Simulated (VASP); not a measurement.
# Cr (I4_1/amd) in VASP: further runs, part 2 of 2

VASP 6.6.1. The steps go on from the part before.

## Step 4: Single point, PBEsol, collinear spin, ferromagnetic start

This run uses another cell than the first one, of 13.43 Å³/atom.

INCAR

```
SYSTEM = Cr
  PREC = Accurate
  ENCUT = 520
  EDIFF = 1E-6
  ISMEAR = 0
  SIGMA = 0.1
  LREAL = .False.
  LASPH = .True.
  NELM = 150
  ALGO = Fast
  ISIF = 2
  LWAVE = .False.
  LCHARG = .False.
  ISPIN = 2
  MAGMOM = 3 3
  LORBIT = 11
  LMAXMIX = 4
  GGA = PS
  NBANDS = 23
```

KPOINTS

```
regular mesh
0
Gamma
  8 8 8
  0 0 0
```

POSCAR

```
Cr
1.0
   -2.3090310874      2.3090310874      1.2596190817
    2.3090310874     -2.3090310874      1.2596190817
    2.3090310874      2.3090310874     -1.2596190817
Cr
2
Direct
    0.0000000000      0.0000000000      0.0000000000
    0.7500000000      0.2500000000      0.5000000000
```

Potentials or basis: VASP PAW PBE potentials, release 64 (Cr_pv).

Started as:

```sh
cat potpaw_PBE.64/Cr_pv/POTCAR > POTCAR
mpirun -np 1 vasp_std > vasp.out
```

OUTCAR:

```text
SYSTEM = Cr
   PREC = Accurate
   ENCUT = 520
   EDIFF = 1E-6
   ISMEAR = 0
   LREAL = .False.
   LASPH = .True.
   NELM = 150
   ISIF = 2
   ISPIN = 2
   LORBIT = 11
   GGA = PS

 ion  position               nearest neighbor table
   1  0.000  0.000  0.000-   2 2.39   2 2.39   2 2.39   2 2.39   2 2.98   2 2.98   2 2.98   2 2.98

   2  0.750  0.250  0.500-   1 2.39   1 2.39   1 2.39   1 2.39   1 2.98   1 2.98   1 2.98   1 2.98

  LATTYP: Found a body centered tetragonal cell.
 ALAT       =     4.6180621748
 C/A-ratio  =     0.5455184595

  Lattice vectors:

 A1 = (  -2.3090310874,   2.3090310874,   1.2596190817)
 A2 = (   2.3090310874,  -2.3090310874,   1.2596190817)
 A3 = (   2.3090310874,   2.3090310874,  -1.2596190817)

Analysis of symmetry for initial positions (statically):
=====================================================================
 Subroutine PRICEL returns:
 Original cell was already a primitive cell.

 Routine SETGRP: Setting up the symmetry group for a
 body centered tetragonal supercell.

 Subroutine GETGRP returns: Found 16 space group operations
 (whereof  8 operations were pure point group operations)
 out of a pool of 16 trial point group operations.

The static configuration has the point symmetry D_2d.
 The point group associated with its full space group is D_4h.

Analysis of symmetry for dynamics (positions and initial velocities):
=====================================================================
 Subroutine PRICEL returns:
 Original cell was already a primitive cell.

 Routine SETGRP: Setting up the symmetry group for a
 body centered tetragonal supercell.

 Subroutine GETGRP returns: Found 16 space group operations
 (whereof  8 operations were pure point group operations)
 out of a pool of 16 trial point group operations.

The dynamic configuration has the point symmetry D_2d.
 The point group associated with its full space group is D_4h.

Analysis of structural, dynamic, and magnetic symmetry:
=====================================================================
 Subroutine PRICEL returns:
 Original cell was already a primitive cell.
[... 157 lines left out ...]
  free energy    TOTEN  =       -18.72175733 eV

  energy without entropy =      -18.70755182  energy(sigma->0) =      -18.71465458

 E-fermi :   8.9205     XC(G=0): -12.8878

 val. band max:        8.8998514134   @ k =  -0.2500  -0.2500   0.2500
 cond. band min:       8.9498155461   @ k =  -0.1250   0.5000   0.1250
 fundamental gap:      0.0499641327
 Fermi energy:         8.9204799140

 spin component 1

 k-point     1 :       0.0000    0.0000    0.0000
  band No.  band energies     occupation
      1     -34.2732      1.00000
      2     -34.2732      1.00000
      3     -33.6564      1.00000
      4     -33.6465      1.00000
      5     -33.5796      1.00000
      6     -33.5796      1.00000
[... 613 lines left out ...]
     22      16.8412      0.00000
     23      23.6321      0.00000

 [... further k-points ...]

 spin component 2

 k-point     1 :       0.0000    0.0000    0.0000
  band No.  band energies     occupation
      1     -34.2731      1.00000
      2     -34.2730      1.00000
      3     -33.6563      1.00000
      4     -33.6464      1.00000
      5     -33.5795      1.00000
      6     -33.5795      1.00000
[... 613 lines left out ...]
     22      16.8413      0.00000
     23      23.6322      0.00000

 [... further k-points ...]

------------------------ aborting loop because EDIFF is reached ----------------------------------------

  FORCE on cell =-STRESS in cart. coord.  units (eV):
  Direction    XX          YY          ZZ          XY          YZ          ZX
  --------------------------------------------------------------------------------------
  -------------------------------------------------------------------------------------
  Total       -3.7121348     -3.7121348     -3.6366817      0.0000000      0.0000000      0.0000000
  in kB     -221.3989403   -221.3989403   -216.8987680      0.0000000      0.0000000      0.0000000
  external PRESSURE =    -219.8988829 kB  Pullay stress =       0.0000000 kB

 VOLUME and BASIS-vectors are now :
 -----------------------------------------------------------------------------
  energy-cutoff  :      520.00
  volume of cell :       26.86
      direct lattice vectors                 reciprocal lattice vectors
    -2.309031087  2.309031087  1.259619082     0.000000000  0.216541043  0.396945400
     2.309031087 -2.309031087  1.259619082     0.216541043  0.000000000  0.396945400
     2.309031087  2.309031087 -1.259619082     0.216541043  0.216541043  0.000000000

 POSITION                                       TOTAL-FORCE (eV/Angst)
 -----------------------------------------------------------------------------------
      0.00000      0.00000      0.00000        -0.000000      0.000000     -0.000000
      0.00000      2.30903      0.62981         0.000000     -0.000000      0.000000
 -----------------------------------------------------------------------------------
    total drift:                               -0.000000      0.000000      0.000000

  FREE ENERGIE OF THE ION-ELECTRON SYSTEM (eV)
  ---------------------------------------------------
  free  energy   TOTEN  =       -18.7217573333 eV

  energy  without entropy=      -18.7075518210  energy(sigma->0) =      -18.71465458

 total charge

# of ion       s       p       d       tot
------------------------------------------
    1        0.399   6.290   4.225  10.914
    2        0.399   6.290   4.225  10.914
--------------------------------------------------
tot          0.798  12.580   8.450  21.828

 magnetization (x)

# of ion       s       p       d       tot
------------------------------------------
    1        0.000   0.000   0.000   0.000
    2        0.000   0.000   0.000   0.000
--------------------------------------------------
tot          0.000   0.000   0.000   0.000
```

OSZICAR:

```text
N       E                     dE             d eps       ncg     rms          rms(c)
DAV:   1     0.246538597149E+03    0.24654E+03   -0.13263E+04  5428   0.126E+03
DAV:   2    -0.114968248757E+02   -0.25804E+03   -0.24877E+03  5589   0.373E+02
DAV:   3    -0.195040298924E+02   -0.80072E+01   -0.79376E+01  6723   0.786E+01
DAV:   4    -0.195769374287E+02   -0.72908E-01   -0.72820E-01  5970   0.758E+00
DAV:   5    -0.195780069068E+02   -0.10695E-02   -0.10688E-02  5820   0.872E-01    0.206E+01
RMM:   6    -0.184760621224E+02    0.11019E+01   -0.84004E+00  5608   0.236E+01    0.519E+00
RMM:   7    -0.186864910864E+02   -0.21043E+00   -0.43400E-01  5819   0.496E+00    0.362E+00
RMM:   8    -0.187112061628E+02   -0.24715E-01   -0.29143E-02  6175   0.147E+00    0.157E+00
RMM:   9    -0.187195057142E+02   -0.82996E-02   -0.16639E-02  6095   0.104E+00    0.395E-01
RMM:  10    -0.187216921362E+02   -0.21864E-02   -0.28164E-03  6055   0.453E-01    0.107E-01
RMM:  11    -0.187217610003E+02   -0.68864E-04   -0.26843E-04  6384   0.163E-01    0.495E-02
RMM:  12    -0.187217598793E+02    0.11210E-05   -0.29479E-05  6359   0.595E-02    0.135E-02
RMM:  13    -0.187217588009E+02    0.10784E-05   -0.79056E-06  5787   0.306E-02    0.513E-03
RMM:  14    -0.187217577919E+02    0.10090E-05   -0.17638E-06  3950   0.139E-02    0.203E-03
RMM:  15    -0.187217573333E+02    0.45868E-06   -0.36061E-07  3092   0.652E-03
   1 F= -.18721757E+02 E0= -.18714655E+02  d E =-.142055E-01  mag=     0.0001
```

It took 43 s on 1 thread of Intel Xeon 6975P-C (Granite Rapids), shared host; peak memory 0.19 GiB.

What came out:

```yaml
Free_energy: -18.7218 eV
Pressure: -22.0 GPa
Band_gap_on_the_k_mesh: zero (filled and empty bands overlap)
Net_moment: 0.00 μB per cell
Valence_electrons_inside_the_program's_atomic_spheres: Cr 10.91
```

Caveat: the cell stands under tension; an empty level that is flat over the whole mesh can mark a ghost state of the potentials, or a narrow d or f band; the moments typed at the start vanished in this run; the PAW data sets were made with another functional, which shifts forces and pressure a little.

## Step 5: Single point, PBEsol

INCAR

```
PREC = Accurate
ENCUT = 520
EDIFF = 1E-6
ISMEAR = 0
SIGMA = 0.1
LREAL = F
LASPH = T
NELM = 100
ALGO = Fast
ISIF = 2
LWAVE = F
LCHARG = F
GGA = PS
NBANDS = 19
```

KPOINTS

```
Automatic mesh
0
Gamma
  26 26 26
```

POSCAR

```
Cr
1.0
   -2.2201162574      2.2201162574      1.2024650556
    2.2201162574     -2.2201162574      1.2024650556
    2.2201162574      2.2201162574     -1.2024650556
Cr
2
Direct
    0.0000000000      0.0000000000      0.0000000000
    0.7500000000      0.2500000000      0.5000000000
```

Potentials or basis: VASP PAW PBE potentials, release 64 (Cr_pv).

Started as:

```sh
cat potpaw_PBE.64/Cr_pv/POTCAR > POTCAR
mpirun -np 1 vasp_std > vasp.out
```

OUTCAR:

```text
PREC = Accurate
   ENCUT = 520
   EDIFF = 1E-6
   ISMEAR = 0
   LREAL = F
   LASPH = T
   NELM = 100
   ISIF = 2
   GGA = PS

 ion  position               nearest neighbor table
   1  0.000  0.000  0.000-   2 2.30   2 2.30   2 2.30   2 2.30   2 2.86   2 2.86   2 2.86   2 2.86

   2  0.750  0.250  0.500-   1 2.30   1 2.30   1 2.30   1 2.30   1 2.86   1 2.86   1 2.86   1 2.86

  LATTYP: Found a body centered tetragonal cell.
 ALAT       =     4.4402325148
 C/A-ratio  =     0.5416225621

  Lattice vectors:

 A1 = (  -2.2201162574,   2.2201162574,   1.2024650556)
 A2 = (   2.2201162574,  -2.2201162574,   1.2024650556)
 A3 = (   2.2201162574,   2.2201162574,  -1.2024650556)

Analysis of symmetry for initial positions (statically):
=====================================================================
 Subroutine PRICEL returns:
 Original cell was already a primitive cell.

 Routine SETGRP: Setting up the symmetry group for a
 body centered tetragonal supercell.

 Subroutine GETGRP returns: Found 16 space group operations
[... 165 lines left out ...]
  free energy    TOTEN  =       -18.97829635 eV

  energy without entropy =      -18.96568902  energy(sigma->0) =      -18.97199269

 E-fermi :  10.5822     XC(G=0): -13.5930

 val. band max:       10.5812800939   @ k =   0.3077   0.2692   0.1154
 cond. band min:      10.5823124549   @ k =  -0.1538  -0.2692   0.1154
 fundamental gap:      0.0010323611
 Fermi energy:        10.5822359669

 k-point     1 :       0.0000    0.0000    0.0000
  band No.  band energies     occupation
      1     -32.7452      2.00000
      2     -32.7452      2.00000
      3     -31.8396      2.00000
      4     -31.8273      2.00000
      5     -31.7602      2.00000
      6     -31.7602      2.00000
[... 505 lines left out ...]
      6     -31.7103      2.00000
[... 11 lines left out ...]
     18      19.6809      0.00000
     19      20.4099      0.00000

 [... further k-points ...]

------------------------ aborting loop because EDIFF is reached ----------------------------------------

  FORCE on cell =-STRESS in cart. coord.  units (eV):
  Direction    XX          YY          ZZ          XY          YZ          ZX
  --------------------------------------------------------------------------------------
  -------------------------------------------------------------------------------------
  Total       -0.0243505     -0.0243505     -0.0625247      0.0000000      0.0000000      0.0000000
  in kB       -1.6456410     -1.6456410     -4.2255025      0.0000000      0.0000000      0.0000000
  external PRESSURE =      -2.5055948 kB  Pullay stress =       0.0000000 kB

 VOLUME and BASIS-vectors are now :
 -----------------------------------------------------------------------------
  energy-cutoff  :      520.00
  volume of cell :       23.71
      direct lattice vectors                 reciprocal lattice vectors
    -2.220116257  2.220116257  1.202465056     0.000000000  0.225213431  0.415812499
     2.220116257 -2.220116257  1.202465056     0.225213431  0.000000000  0.415812499
     2.220116257  2.220116257 -1.202465056     0.225213431  0.225213431  0.000000000

 POSITION                                       TOTAL-FORCE (eV/Angst)
 -----------------------------------------------------------------------------------
      0.00000      0.00000      0.00000        -0.000000     -0.000000      0.000000
      0.00000      2.22012      0.60123         0.000000      0.000000     -0.000000
 -----------------------------------------------------------------------------------
    total drift:                               -0.000000      0.000000      0.000000

  FREE ENERGIE OF THE ION-ELECTRON SYSTEM (eV)
  ---------------------------------------------------
  free  energy   TOTEN  =       -18.9782963488 eV

  energy  without entropy=      -18.9656890218  energy(sigma->0) =      -18.97199269
```

OSZICAR:

```text
N       E                     dE             d eps       ncg     rms          rms(c)
DAV:   1     0.242771327220E+03    0.24277E+03   -0.13875E+04 50556   0.155E+03
DAV:   2    -0.131131060171E+02   -0.25588E+03   -0.25044E+03 51069   0.440E+02
DAV:   3    -0.214294280416E+02   -0.83163E+01   -0.81774E+01 52971   0.948E+01
DAV:   4    -0.215682741505E+02   -0.13885E+00   -0.13861E+00 68177   0.111E+01
DAV:   5    -0.215711201104E+02   -0.28460E-02   -0.28443E-02 57911   0.137E+00    0.176E+01
RMM:   6    -0.189805288909E+02    0.25906E+01   -0.10504E+01 51507   0.326E+01    0.217E+00
RMM:   7    -0.189899511198E+02   -0.94222E-02   -0.49650E-01 52961   0.536E+00    0.123E+00
RMM:   8    -0.189780903716E+02    0.11861E-01   -0.32080E-02 56496   0.154E+00    0.302E-01
RMM:   9    -0.189780634008E+02    0.26971E-04   -0.73005E-03 60495   0.875E-01    0.102E-01
RMM:  10    -0.189782056669E+02   -0.14227E-03   -0.24349E-03 65246   0.461E-01    0.665E-02
RMM:  11    -0.189782767268E+02   -0.71060E-04   -0.95119E-04 83450   0.249E-01    0.333E-02
RMM:  12    -0.189782866914E+02   -0.99646E-05   -0.16661E-04 70807   0.708E-02    0.997E-03
RMM:  13    -0.189782940879E+02   -0.73965E-05   -0.67718E-05 73251   0.302E-02    0.580E-03
RMM:  14    -0.189782952076E+02   -0.11197E-05   -0.12341E-05 64926   0.140E-02    0.550E-03
RMM:  15    -0.189782963723E+02   -0.11648E-05   -0.30307E-06 50664   0.745E-03    0.918E-03
RMM:  16    -0.189782963488E+02    0.23502E-07   -0.84374E-07 39131   0.479E-03
   1 F= -.18978296E+02 E0= -.18971993E+02  d E =-.126073E-01
```

Wall time 7.1 min (1 thread of Intel Xeon 6975P-C (Granite Rapids), shared host); peak memory 0.56 GiB.

Results:

* Free energy: -18.9783 eV
* Pressure: -0.3 GPa
* Band gap on the k mesh: zero (bands 12 and 13 overlap by 1.96 eV)

Levels at points of the mesh, in eV from the Fermi level:
```csv
k point,band 10,band 11,band 12,band 13,band 14,band 15
"(0.00, 0.00, 0.00)",-2.45,-1.83,1.10,1.10,1.14,1.14
"(0.50, 0.00, 0.00)",-1.84,-0.42,-0.23,0.15,1.22,2.18
"(0.50, 0.50, 0.00)",-2.34,-1.09,-1.09,0.71,0.71,1.79
"(0.50, 0.50, 0.50)",-1.78,-0.40,-0.40,0.58,0.58,1.38
```

Caveat: the PAW data sets were made with another functional, which shifts forces and pressure a little; the run has no spin polarisation, though such a crystal can be magnetic.

## Step 6: Overview

| task | cell | k mesh | cutoff (eV) | gap on the mesh (eV) | pressure (GPa) |
| --- | --- | --- | --- | --- | --- |
| single point | a = 3.361 Å, angles 97.4, 97.4, 137.9°, 2 atoms | 8 × 8 × 8 | 520 | none | -0.3 |
| relaxation of cell and atoms | relaxed from a = 3.500 Å, angles 97.4, 97.4, 137.8°, 2 atoms | 8 × 8 × 8 | 600 | none | -0.2 |
| single point | a = 3.362 Å, angles 97.3, 97.3, 138.1°, 2 atoms | 26 × 26 × 26 | 520 | none | -0.3 |

Alike in all rows: level PBEsol; potentials or basis VASP PAW PBE potentials, release 64 (Cr_pv); no spin polarisation; smearing gaussian 0.1 eV.

Caveats: some runs use coarse meshes; the PAW data sets were made with another functional, which shifts forces and pressure a little; the run has no spin polarisation, though such a crystal can be magnetic.

Absolute energies hang on the potentials; compare differences alone.

The gap in the log of VASP goes by the Fermi energy; the results here count the filled bands.